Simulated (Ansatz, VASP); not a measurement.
**MgO: VASP beside Ansatz**

```xyz
8
Lattice="4.2538 0.0000 0.0000 0.0000 -4.2538 0.0000 0.0000 0.0000 -4.2538" Properties=species:S:1:pos:R:3 pbc="T T T"
Mg    0.0000    0.0000    0.0000
Mg    2.1269   -2.1269    0.0000
Mg    2.1269    0.0000   -2.1269
Mg    0.0000   -2.1269   -2.1269
O     2.3269    0.0000    0.0000
O     0.0000   -2.1269    0.0000
O     0.0000    0.0000   -2.1269
O     2.1269   -2.1269   -2.1269
```

Alike in both runs: task single point; functional PBE; k mesh 6 × 6 × 6; occupations gaussian, width 0.05 eV; no spin polarisation.

|  | VASP | Ansatz |
| --- | --- | --- |
| version | VASP 6.6.1 | Ansatz 0.2.0 |
| potentials or method | VASP PAW PBE potentials, release 64 (Mg, O), cutoff 520 eV | scalar-relativistic, plane waves, PAW |
| valence electrons in the cell | 32 | 64 |

```csv
,VASP,Ansatz,Ansatz less VASP
gap on the k mesh at the Fermi level (eV),4.38,4.40,+0.018
least direct gap on the mesh (eV),4.38,4.40,+0.018
pressure (GPa),0.4,1.1,+0.72
"traceless stress, the component that is largest in VASP (GPa)",1.96,1.94,-0.020
rms of the force components (eV/Å),0.528,0.521,-0.0071
```

Atom by atom the forces differ by 0.007 eV/Å (rms over components). The functional is the same, so the differences come from potentials, cutoffs and numerics. VASP's potentials hold 32 valence electrons a cell and Ansatz's 64, so a difference there can come from the potentials and not from the codes.
